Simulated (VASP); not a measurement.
# InSb: single point with PBE

InSb:

```xyz
2
Lattice="3.2479 0.0000 0.0000 0.0000 3.2479 0.0000 0.0000 0.0000 5.5772" Properties=species:S:1:pos:R:3 pbc="T T T"
In    0.0000    0.0000    0.0000
Sb    0.0000    0.0000    2.7886
```

This cell differs from its parent crystal: ratio of the length along z to the lengths across it x 0.85, volume and fractional coordinates fixed.

```
Program                : VASP 6.6.1
Task                   : single point
Functional             : PBE
Potentials or basis    : VASP PAW PBE potentials, release 64 (In_d, Sb)
Cutoff                 : 520 eV
k mesh                 : 18 × 18 × 10
Occupations            : gaussian, width 0.15 eV
Spin                   : no spin polarisation
Dipole correction      : no
Further INCAR settings : ALGO = Normal; EDIFF = 1e-07; NBANDS = 16
```

```yaml
Pressure: 2.9 GPa
Band_gap_on_the_k_mesh: zero (bands 9 and 10 overlap by 4.94 eV)
```

Stress tensor (GPa, compression positive):
```
-2.96  0.00  0.00
 0.00 -2.96  0.00
 0.00  0.00 14.63
```

Levels at points of the mesh, in eV from the Fermi level:
```tsv
k point	band 6	band 7	band 8	band 9	band 10	band 11	band 12	band 13
(0.00, 0.00, 0.00)	-11.40	-5.67	-4.69	2.81	2.81	6.81	7.25	8.13
(0.50, 0.00, 0.00)	-9.34	-4.88	-2.98	-2.87	-0.65	3.26	4.43	9.43
(0.50, 0.50, 0.00)	-7.23	-3.10	-3.10	-1.41	0.27	1.41	1.41	2.46
(0.00, 0.00, 0.50)	-11.17	-8.16	1.03	1.86	3.26	3.26	6.59	6.59
(0.50, 0.00, 0.50)	-9.24	-5.65	-4.27	-2.29	3.19	4.14	4.84	7.30
(0.50, 0.50, 0.50)	-7.23	-3.20	-2.59	-2.59	-0.07	-0.07	3.05	4.25
```

Wall time 4.5 min on 1 thread of Intel Xeon 8259CL, on a shared host, peak memory 0.43 GiB.

Caveat: the stress differs along the axes, from -3 to 15 GPa; spin-orbit coupling is left out, which moves the levels of the heavy elements.
